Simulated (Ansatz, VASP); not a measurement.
**One calculation of C, two programs**

INCAR

```
SYSTEM = C
ALGO     = Normal         ! electronic algorithm
EDIFF    = 1E-6           ! SCF threshold, eV
EDIFFG   = -0.005         ! ionic threshold
ENCUT    = 600            ! plane-wave cutoff, eV
IBRION   = 2              ! ionic algorithm
ISIF     = 3              ! what is computed and relaxed
ISMEAR   = 0              ! smearing method
LASPH    = .True.         ! aspherical terms in the spheres
LCHARG   = .False.        ! write CHGCAR
LREAL    = .False.        ! projectors in reciprocal space
LWAVE    = .False.        ! write WAVECAR
NELM     = 80             ! most SCF steps
NSW      = 100            ! ionic steps
PREC     = Accurate       ! precision mode
SIGMA    = 0.02           ! smearing width, eV
```

The input KPOINTS:

```
k-points
0
Gamma
  12 12 12
  0 0 0
```

Contents of POSCAR:

```
C
1.0
    1.2226946174      0.7059230665      3.3108905277
   -1.2226946174      0.7059230665      3.3108905277
    0.0000000000     -1.4118461329      3.3108905277
C
2
Direct
    0.1665670578      0.1665670578      0.1665670578
    0.8334329422      0.8334329422      0.8334329422
```

Input for Ansatz:

```yaml
crystal:
  lattice:
    - [1.2226946174, 0.7059230665, 3.3108905277]
    - [-1.2226946174, 0.7059230665, 3.3108905277]
    - [0.0, -1.4118461329, 3.3108905277]
  atoms:
    - { symbol: C, position: [0.1665670578, 0.1665670578, 0.1665670578] }
    - { symbol: C, position: [0.8334329422, 0.8334329422, 0.8334329422] }
basis:
  ecutwfc: 420
kpoints:
  mp_grid: { grid: [12, 12, 12] }
hamiltonian:
  xc: lda
scf:
  occupations: { method: gaussian, width: 0.02 }
output:
  forces: true
  stress: true
  eigenvalues: true
  write_density: true
  write_potential: true
  elf: true
  volumetric_format: npy
relax:
  adjacent_minimum: "off"
  f_tol: 0.005
  max_steps: 80
  cell: { stress_tol: 0.05 }
```

Alike in both runs: task relaxation of cell and atoms; functional LDA; k mesh 12 × 12 × 12; occupations gaussian, width 0.02 eV; no spin polarisation.

```csv
,VASP,Ansatz
version,VASP 6.6.1,Ansatz 0.2.0
potentials or method,"VASP PAW LDA potentials, release 64 (C), cutoff 600 eV","scalar-relativistic, plane waves, PAW"
valence electrons in the cell,8,8
```

Ansatz gave:

```
gap on the k mesh at the Fermi level, each at its own relaxed structure (eV) : 0.72
relaxed volume (Å³/atom)                                                     : 8.56
relaxed cell length with the largest relative difference (Å)                 : 3.595
```

Q: What did VASP give for the same quantities?

A: gap on the k mesh at the Fermi level, each at its own relaxed structure (eV): 0.78; relaxed volume (Å³/atom): 8.45; relaxed cell length with the largest relative difference (Å): 3.554.

LDA's correlation is that of Perdew and Zunger in VASP and of Perdew and Wang (1992) in Ansatz.
